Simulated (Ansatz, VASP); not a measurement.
**One calculation of CaF, two programs**

```
Ca F
1.0
     5.23260    0.00000    0.00000
     0.00000    5.23260    0.00000
     0.00000    0.00000    5.23260
Ca F
4 4
Direct
  0.13400 0.13400 0.13400
  0.36600 0.86600 0.63400
  0.63400 0.36600 0.86600
  0.86600 0.63400 0.36600
  0.84450 0.84450 0.84450
  0.65550 0.15550 0.34450
  0.34450 0.65550 0.15550
  0.15550 0.34450 0.65550
```

Alike in both runs: task single point; functional PBE; k mesh 4 × 4 × 4; occupations gaussian, width 0.1 eV; no spin polarisation.

|  | VASP | Ansatz |
| --- | --- | --- |
| version | VASP 6.6.1 | Ansatz 0.2.0 |
| potentials or method | VASP PAW PBE potentials, release 64 (Ca_sv, F), cutoff 520 eV | scalar-relativistic, plane waves, PAW |
| valence electrons in the cell | 68 | 68 |

|  | VASP | Ansatz | Ansatz less VASP |
| --- | --- | --- | --- |
| gap on the k mesh at the Fermi level (eV) | none | none | - |
| pressure (GPa) | 4.5 | 4.5 | +0.04 |
| rms of the force components (eV/Å) | 0.270 | 0.269 | -0.0007 |

Atom by atom the forces differ by 0.003 eV/Å (rms over components). A gap of «none» marks a metal or a gap that the smearing closes.
